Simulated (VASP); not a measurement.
# SiW3 (Im-3m) in VASP: notebook, part 2 of 2

VASP 6.6.1. The steps go on from the part before.

### 3 Single point, PBEsol

This run uses another cell than the first one, of 17.12 Å³/atom, 0.967 times its volume.

Contents of INCAR:

```
PREC = Accurate
ENCUT = 520
EDIFF = 1E-6
ISMEAR = 0
SIGMA = 0.1
LREAL = F
LASPH = T
NELM = 80
ALGO = Fast
ISIF = 2
LWAVE = F
LCHARG = T
GGA = PS
LELF = T
LVHAR = T
NBANDS = 31
```

Contents of KPOINTS:

```
regular mesh
0
Gamma
  12 12 12
```

Contents of POSCAR:

```
SiW3
1.0
   -2.5771952861      2.5771952861      2.5771952861
    2.5771952861     -2.5771952861      2.5771952861
    2.5771952861      2.5771952861     -2.5771952861
Si W
1 3
Direct
    0.0000000000      0.0000000000      0.0000000000
    0.5000000000      0.5000000000      0.0000000000
    0.5000000000      0.0000000000      0.5000000000
    0.0000000000      0.5000000000      0.5000000000
```

Potentials or basis: VASP PAW PBE potentials, release 64 (Si, W_sv).

Run with:

```console
> cat potpaw_PBE.64/Si/POTCAR potpaw_PBE.64/W_sv/POTCAR > POTCAR
> mpirun -np 1 vasp_std > vasp.out
```

OUTCAR:

```text
PREC = Accurate
   ENCUT = 520
   EDIFF = 1E-6
   ISMEAR = 0
   LREAL = F
   LASPH = T
   NELM = 80
   ISIF = 2
   GGA = PS

 ion  position               nearest neighbor table
   1  0.000  0.000  0.000-   2 2.58   3 2.58   4 2.58   4 2.58   3 2.58   2 2.58
   2  0.500  0.500  0.000-   1 2.58   3 2.58   4 2.58   3 2.58   4 2.58   1 2.58
   3  0.500  0.000  0.500-   1 2.58   2 2.58   4 2.58   2 2.58   1 2.58   4 2.58
   4  0.000  0.500  0.500-   1 2.58   2 2.58   3 2.58   1 2.58   2 2.58   3 2.58

  LATTYP: Found a body centered cubic cell.
 ALAT       =     5.1543905722

  Lattice vectors:

 A1 = (  -2.5771952861,   2.5771952861,   2.5771952861)
 A2 = (   2.5771952861,  -2.5771952861,   2.5771952861)
 A3 = (   2.5771952861,   2.5771952861,  -2.5771952861)

Analysis of symmetry for initial positions (statically):
=====================================================================
 Subroutine PRICEL returns:
 Original cell was already a primitive cell.

 Routine SETGRP: Setting up the symmetry group for a
 body centered cubic supercell.

 Subroutine GETGRP returns: Found 48 space group operations
 (whereof 48 operations were pure point group operations)
 out of a pool of 48 trial point group operations.

The static configuration has the point symmetry O_h .

Analysis of symmetry for dynamics (positions and initial velocities):
=====================================================================
 Subroutine PRICEL returns:
 Original cell was already a primitive cell.

 Routine SETGRP: Setting up the symmetry group for a
 body centered cubic supercell.

 Subroutine GETGRP returns: Found 48 space group operations
 (whereof 48 operations were pure point group operations)
 out of a pool of 48 trial point group operations.

The dynamic configuration has the point symmetry O_h .

 Subroutine INISYM returns: Found 48 space group operations
 (whereof 48 operations are pure point group operations),
 and found     1 'primitive' translations

----------------------------------------------------------------------------------------

                                     Primitive cell

  volume of cell :      68.4703

  direct lattice vectors                    reciprocal lattice vectors
    -2.577195286  2.577195286  2.577195286     0.000000000  0.194009357  0.194009357
     2.577195286 -2.577195286  2.577195286     0.194009357  0.000000000  0.194009357
     2.577195286  2.577195286 -2.577195286     0.194009357  0.194009357  0.000000000

  length of vectors
     4.463833177  4.463833177  4.463833177     0.274370664  0.274370664  0.274370664

  position of ions in fractional coordinates (direct lattice)
     0.000000000  0.000000000  0.000000000
     0.500000000  0.500000000  0.000000000
     0.500000000  0.000000000  0.500000000
     0.000000000  0.500000000  0.500000000

  ion indices of the primitive-cell ions
   primitive index   ion index
                 1           1
                 2           2
                 3           3
                 4           4

----------------------------------------------------------------------------------------

 KPOINTS: regular mesh

Automatic generation of k-mesh.
 Grid dimensions read from file:
 generate k-points for:   12   12   12

 Generating k-lattice:

  Cartesian coordinates                     Fractional coordinates (reciprocal lattice)
     0.000000000  0.016167446  0.016167446     0.083333333  0.000000000  0.000000000
     0.016167446  0.000000000  0.016167446     0.000000000  0.083333333  0.000000000
     0.016167446  0.016167446  0.000000000     0.000000000  0.000000000  0.083333333

  Length of vectors
     0.022864222  0.022864222  0.022864222

  Shift w.r.t. Gamma in fractional coordinates (k-lattice)
     0.000000000  0.000000000  0.000000000

 Subroutine IBZKPT returns following result:
 ===========================================

 Found     72 irreducible k-points:

 Following reciprocal coordinates:
            Coordinates               Weight
  0.000000  0.000000  0.000000      1.000000
  0.083333  0.000000  0.000000     12.000000
  0.166667  0.000000  0.000000     12.000000
  0.250000  0.000000  0.000000     12.000000
  0.333333  0.000000  0.000000     12.000000
  0.416667  0.000000  0.000000     12.000000
[... 16 lines left out ...]
  0.333333  0.083333  0.083333     24.000000
  0.416667  0.083333  0.083333     12.000000
 [... further k-points ...]
   k-points           NKPTS =     72   k-points in BZ     NKDIM =     72   number of bands    NBANDS=     31
   number of dos      NEDOS =    301   number of ions     NIONS =      4
   total plane-waves  NPLWV =  46656
   dimension x,y,z NGX =    36 NGY =   36 NGZ =   36
   dimension x,y,z NGXF=    72 NGYF=   72 NGZF=   72
   ions per type =               1   3
   NGX,Y,Z   is equivalent  to a cutoff of  13.41, 13.41, 13.41 a.u.
   NGXF,Y,Z  is equivalent  to a cutoff of  26.81, 26.81, 26.81 a.u.
 SYSTEM =  unknown system
   PREC   = accura    normal or accurate (medium, high low for compatibility)
   ISTART =      0    job   : 0-new  1-cont  2-samecut
   ICHARG =      2    charge: 1-file 2-atom 10-const
   ISPIN  =      1    spin polarized calculation?
   LNONCOLLINEAR =      F non collinear calculations
   LSORBIT =      F    spin-orbit coupling
   LASPH  =      T    aspherical Exc in radial PAW
   ENCUT  =  520.0 eV  38.22 Ry    6.18 a.u.   8.30  8.30  8.30*2*pi/ulx,y,z
   NELM   =     80;   NELMIN=  2; NELMDL= -5     # of ELM steps
   EDIFF  = 0.1E-05   stopping-criterion for ELM
   LREAL  =      F    real-space projection
   EDIFFG = 0.1E-04   stopping-criterion for IOM
   NSW    =      0    number of steps for IOM
   IBRION =     -1    ionic relax: 0-MD 1-quasi-New 2-CG
   NFREE  =      0    steps in history (QN), initial steepest desc. (CG)
   ISIF   =      2    stress and relaxation
   ISYM   =      2    0-nonsym 1-usesym 2-fastsym
   POTIM  = 0.5000    time-step for ionic-motion
   TEBEG  =    0.0;   TEEND  =   0.0 temperature during run
   PSTRESS=    0.0 pullay stress
   NELECT =      46.0000    total number of electrons
   NUPDOWN=      -1.0000    fix difference up-down
   EMIN   =  10.00;   EMAX   =-10.00  energy-range for DOS
   EFERMI =   0.00;   METHOD = LEGACY
   ISMEAR =     0;   SIGMA  =   0.10  broadening in eV -4-tet -1-fermi 0-gaus
   EFERMI_NEDOS =   21; number of points for ismear=-14 and -15
   IALGO  =     68    algorithm
   IMIX   =      4    mixing-type and parameters
     AMIX     =   0.40;   BMIX     =  1.00
     AMIX_MAG =   1.60;   BMIX_MAG =  1.00
  volume/ion in A,a.u.               =      17.12       115.52
  Fermi-wavevector in a.u.,A,eV,Ry     =   1.433816  2.709520 27.971246  2.055829
  Thomas-Fermi vector in A             =   2.553293
   LORBIT       =      0    0 simple, 1 ext, 2 COOP (PROOUT), +10 PAW based schemes
   GGA     = PS    functional components
   LHFCALC =     F    Hartree Fock is set to
   AEXX    =    0.0000 exact exchange contribution
   IVDW    =     0    specifies the selected vdW correction
   LEPSILON=     F    determine dielectric tensor
   LRPA    =     F    only Hartree local field effects (RPA)
 non-spin polarized calculation
 RMM-DIIS sequential band-by-band and
 Gauss-broadening in eV      SIGMA  =   0.10
  energy-cutoff  :      520.00
  volume of cell :       68.47
 maximum number of plane-waves:      1878
 NGX is ok and might be reduce to    36
   NGX = 17   NGY = 17   NGZ = 17

 number of electron      46.0000008 magnetization

 Free energy of the ion-electron system (eV)
  ---------------------------------------------------
  ext. energy  EPLUGINS =         0.00000000
  ---------------------------------------------------
  free energy    TOTEN  =       -41.69729442 eV

  energy without entropy =      -41.67159250  energy(sigma->0) =      -41.68444346

 E-fermi :   9.3266     XC(G=0): -12.5376

 val. band max:        9.3235138342   @ k =   0.3333   0.1667  -0.0000
 cond. band min:       9.3294620997   @ k =   0.3333   0.2500   0.0000
 fundamental gap:      0.0059482656
 Fermi energy:         9.3266457722

 k-point     1 :       0.0000    0.0000    0.0000
  band No.  band energies     occupation
      1     -64.6019      2.00000
      2     -64.4151      2.00000
      3     -64.4151      2.00000
      4     -29.4394      2.00000
      5     -29.4394      2.00000
      6     -29.4394      2.00000
[... 23 lines left out ...]
     30      13.2359      0.00000
     31      14.9329      0.00000
[... 751 lines left out ...]
      1     -64.5307      2.00000
      2     -64.4778      2.00000
      3     -64.4245      2.00000
      4     -29.3539      2.00000
      5     -28.8932      2.00000
      6     -28.8317      2.00000
[... 23 lines left out ...]
     30      12.2089      0.00000
     31      13.7419      0.00000

 [... further k-points ...]
[... 5 lines left out ...]
  --------------------------------------------------------------------------------------
  -------------------------------------------------------------------------------------
  Total        0.2276996      0.2276996      0.2276996      0.0000000      0.0000000     -0.0000000
  in kB        5.3280821      5.3280821      5.3280821      0.0000000      0.0000000     -0.0000000
  external PRESSURE =       5.3280821 kB  Pullay stress =       0.0000000 kB

 VOLUME and BASIS-vectors are now :
 -----------------------------------------------------------------------------
  energy-cutoff  :      520.00
  volume of cell :       68.47
      direct lattice vectors                 reciprocal lattice vectors
    -2.577195286  2.577195286  2.577195286     0.000000000  0.194009357  0.194009357
     2.577195286 -2.577195286  2.577195286     0.194009357  0.000000000  0.194009357
     2.577195286  2.577195286 -2.577195286     0.194009357  0.194009357  0.000000000

 POSITION                                       TOTAL-FORCE (eV/Angst)
 -----------------------------------------------------------------------------------
      0.00000      0.00000      0.00000        -0.000000     -0.000000      0.000000
      0.00000      0.00000      2.57720        -0.000000      0.000000     -0.000000
      0.00000      2.57720      0.00000         0.000000      0.000000      0.000000
      2.57720      0.00000      0.00000         0.000000     -0.000000     -0.000000
 -----------------------------------------------------------------------------------
    total drift:                                0.000000      0.000000     -0.000000

  FREE ENERGIE OF THE ION-ELECTRON SYSTEM (eV)
  ---------------------------------------------------
  free  energy   TOTEN  =       -41.6972944247 eV

  energy  without entropy=      -41.6715925023  energy(sigma->0) =      -41.68444346
```

Wall time 2.5 min (1 thread of Intel Xeon Platinum 8259CL at 2.50GHz (Skylake/Cascade Lake), shared host); peak memory 0.28 GiB.

Results:

* Free energy: -41.6973 eV
* Pressure: 0.5 GPa
* Band gap on the k mesh: zero (band 23 reaches 10.58 eV, above the bottom of band 24 at 8.99 eV)

Caveat: the PAW data sets were made with another functional, which shifts forces and pressure a little; spin-orbit coupling is left out, which moves the levels of the heavy elements.

### 4 Single point, PBEsol

This run uses another cell than the first one, of 17.12 Å³/atom, 0.967 times its volume.

Contents of INCAR:

```
PREC     = Accurate       # precision mode
ENCUT    = 520            # plane-wave cutoff, eV
EDIFF    = 1E-7           # SCF threshold, eV
ISMEAR   = 0              # smearing method
SIGMA    = 0.15           # smearing width, eV
LREAL    = False          # projectors in reciprocal space
LASPH    = True           # aspherical terms in the spheres
NELM     = 80             # most SCF steps
ALGO     = Fast           # electronic algorithm
ISIF     = 2              # what is computed and relaxed
LWAVE    = False          # write WAVECAR
LCHARG   = False          # write CHGCAR
GGA      = PS             # functional
NBANDS   = 31             # bands
```

Contents of KPOINTS:

```
Automatic mesh
0
Gamma
  14 14 14
```

POSCAR is that of step 3.

Run with:

```console
> cat potpaw_PBE.64/Si/POTCAR potpaw_PBE.64/W_sv/POTCAR > POTCAR
> mpirun -np 1 vasp_std > vasp.out
```

Wall time 5.7 min (1 thread of Intel Xeon Platinum 8375C at 2.90GHz (Ice Lake), shared host); peak memory 0.33 GiB.

The run converged. Its results:

| Item | Value |
| --- | --- |
| Free energy | -41.7090 eV |
| Pressure | 0.6 GPa |
| Band gap on the k mesh | zero (band 23 reaches 10.72 eV, above the bottom of band 24 at 8.99 eV) |

Levels at points of the mesh, in eV from the Fermi level:
| k point | band 19 | band 20 | band 21 | band 22 | band 23 | band 24 | band 25 | band 26 | band 27 | band 28 |
| --- | --- | --- | --- | --- | --- | --- | --- | --- | --- | --- |
| (0.00, 0.00, 0.00) | -3.92 | -0.31 | -0.31 | -0.31 | 0.45 | 0.45 | 2.00 | 2.00 | 2.00 | 3.90 |
| (0.50, 0.00, 0.00) | -1.95 | -1.71 | -1.06 | -0.46 | -0.43 | -0.35 | -0.25 | 0.78 | 1.84 | 1.90 |
| (0.50, 0.50, 0.50) | -3.18 | -2.79 | -2.79 | -2.79 | 0.01 | 0.01 | 1.16 | 1.16 | 1.16 | 3.67 |

Caveat: the PAW data sets were made with another functional, which shifts forces and pressure a little; spin-orbit coupling is left out, which moves the levels of the heavy elements.

### 5 The runs side by side

| cell | k mesh | smearing | further INCAR settings | gap on the mesh (eV) | pressure (GPa) |
| --- | --- | --- | --- | --- | --- |
| a = 4.514 Å, angles 109.5°, 4 atoms | 6 × 6 × 6 | gaussian 0.1 eV | ALGO = Fast; EDIFF = 1e-06; NBANDS = 31 | none | -5.2 |
| a = 4.464 Å, angles 109.5°, 4 atoms | 12 × 12 × 12 | gaussian 0.1 eV | ALGO = Fast; EDIFF = 1e-06; NBANDS = 31 | none | 0.5 |
| a = 4.464 Å, angles 109.5°, 4 atoms | 14 × 14 × 14 | gaussian 0.15 eV | ALGO = Fast; EDIFF = 1e-07; NBANDS = 31 | none | 0.6 |

Alike in all rows: task single point; level PBEsol; potentials or basis VASP PAW PBE potentials, release 64 (Si, W_sv); no spin polarisation; cutoff (eV) 520.

Caveats: the PAW data sets were made with another functional, which shifts forces and pressure a little; spin-orbit coupling is left out, which moves the levels of the heavy elements.

Absolute energies hang on the potentials; compare differences alone.
